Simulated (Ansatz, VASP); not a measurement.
## CuF in VASP and in Ansatz

```
Cu F
1.0
     3.53582    0.00000    0.00000
    -1.76791    3.06211    0.00000
     0.00000    0.00000    5.51532
Cu F
2 2
Direct
  0.33333 0.66667 0.25000
  0.66667 0.33333 0.75000
  0.66667 0.33333 0.25000
  0.33333 0.66667 0.75000
```

Alike in both runs: task single point; functional PBE; k mesh 9 × 9 × 4; occupations fermi-dirac, width 0.02 eV; no spin polarisation.

|  | VASP | Ansatz |
| --- | --- | --- |
| version | VASP 6.6.1 | Ansatz 0.2.0 |
| potentials or method | VASP PAW PBE potentials, release 64 (Cu, F) | plane waves, PAW |
| plane-wave cutoff (eV) | 520 | 420 |
| valence electrons in the cell | 36 | 52 |

VASP gave:

```
pressure (GPa)                                                : 0.1
traceless stress, the component that is largest in VASP (GPa) : -0.35
```

Q: Which values does Ansatz return?

A: Pressure (GPa): 0.0; traceless stress, the component that is largest in VASP (GPa): -0.02.

The functional is the same, so the differences come from potentials, cutoffs and numerics. VASP's potentials hold 36 valence electrons a cell and Ansatz's 52, so a difference there can come from the potentials and not from the codes.
